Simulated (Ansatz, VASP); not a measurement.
# AlFe in VASP and in Ansatz

```
CELL_PARAMETERS angstrom
3.07506 0.00000 0.00000
0.00000 3.07506 0.00000
0.00000 0.00000 3.07506
ATOMIC_POSITIONS crystal
Al 0.00000 0.00000 0.00000
Fe 0.50000 0.50000 0.50000
```

Change from the starting cell: volume scaled by 1.18, PAW files.

Alike in both runs: task single point; functional PBE; k mesh 11 × 11 × 11; occupations fermi-dirac, width 0.1 eV; collinear spin.

|  | VASP | Ansatz |
| --- | --- | --- |
| version | VASP 6.6.1 | Ansatz 0.2.0 |
| potentials or method | VASP PAW PBE potentials, release 64 (Al, Fe) | PAW with Ansatz's default frozen-core files, scalar-relativistic |
| plane-wave cutoff (eV) | 520 | 420 |
| valence electrons in the cell | 11 | 19 |

```tsv
	VASP	Ansatz	Ansatz less VASP
pressure (GPa)	-16.5	-16.5	+0.08
net moment per atom (μB)	0.92	0.92	+0.004
size of the moment on the site where the two differ most (μB)	0.05	0.08	+0.033
```

Site moments also hang on the region over which each program counts them. VASP's potentials hold 11 valence electrons a cell and Ansatz's 19, so a difference there can come from the potentials and not from the codes.
